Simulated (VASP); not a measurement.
The system is Tc.

```
CELL_PARAMETERS angstrom
2.74000 0.00000 0.00000
-1.37000 2.37291 0.00000
0.00000 0.00000 4.39800
ATOMIC_POSITIONS crystal
Tc 0.33333 0.66667 0.25000
Tc 0.66667 0.33333 0.75000
```

| Quantity | Value |
| --- | --- |
| Program | VASP 6.6.1 |
| Task | relaxation of volume and atoms at fixed shape |
| Functional | LDA |
| Potentials or basis | VASP PAW LDA potentials, release 64 (Tc_pv) |
| Cutoff | 600 eV |
| k mesh | 9 × 9 × 5 |
| Occupations | gaussian, width 0.1 eV |
| Spin | no spin polarisation |

At the start: pressure -11.4 GPa; volume 14.30 Å³/atom.

Task: Where does the relaxation end?

Result: Over 4 steps the energy falls by 18.6 meV/atom and the volume is 13.79 Å³/atom (-3.5 %); space group P6_3/mmc (No. 194, to 0.05 Å).

Step by step:
```
step  energy change (eV)  largest force (eV/Å)  pressure (GPa)  volume (Å³)
   1              0.0000                0.0000          -11.41        28.59
   2              0.3896                0.0000           50.58        24.59
   3             -0.0372                0.0000           -0.64        27.63
   4             -0.0373                0.0000           -0.06        27.59
```

Final structure:
```yaml
crystal:
  lattice:
    - [2.70739, 0.00000, 0.00000]
    - [-1.35370, 2.34467, 0.00000]
    - [0.00000, 0.00000, 4.34566]
  atoms:
    - { symbol: Tc, position: [0.33333, 0.66667, 0.25000] }
    - { symbol: Tc, position: [0.66667, 0.33333, 0.75000] }
```
